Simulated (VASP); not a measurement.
Here is a VASP 6.6.1 calculation.

Contents of POSCAR:

```
Sn
1.0
   -1.7974207710      1.8959095804      1.8959095804
    1.8959095804     -1.7974207710      1.8959095804
    1.8959095804      1.8959095804     -1.7974207710
Sn
1
Direct
    0.0000000000      0.0000000000      0.0000000000
```

The input INCAR.step1:

```
SYSTEM = Sn
ALGO = Normal
EDIFF = 1E-4
ENCUT = 520
GGA = PE
ISMEAR = 0
LASPH = .TRUE.
LCHARG = .FALSE.
LREAL = .FALSE.
LWAVE = .TRUE.
NBANDS = 13
NELM = 100
PREC = Accurate
SIGMA = 0.15
```

INCAR.step2

```
SYSTEM = Sn
ALGO = Normal
EDIFF = 1E-6
ENCUT = 520
ISIF = 2
ISMEAR = 0
ISTART = 1
LASPH = .TRUE.
LCHARG = .FALSE.
LMIXTAU = .TRUE.
LREAL = .FALSE.
LWAVE = .FALSE.
METAGGA = R2SCAN
NBANDS = 13
NELM = 100
PREC = Accurate
SIGMA = 0.15
```

File KPOINTS:

```
k-points
0
G
  20 20 20
  0 0 0
```

Potentials or basis: VASP PAW PBE potentials, release 64 (Sn_d).

The run is started by

```console
$ cat potpaw_PBE.64/Sn_d/POTCAR > POTCAR
$ cp INCAR.step1 INCAR
$ mpirun -np 1 vasp_std > vasp.out
$ cp INCAR.step2 INCAR
$ mpirun -np 1 vasp_std > vasp.out
```

(1) What does it give for the band gap on the k mesh?

(2) What does it give for the pressure?

## Answers

(1) zero (bands 7 and 8 overlap by 10.07 eV).

(2) -0.2 GPa.

Caveat: the PAW data sets were made with another functional, which shifts forces and pressure a little; spin-orbit coupling is left out, which moves the levels of the heavy elements.
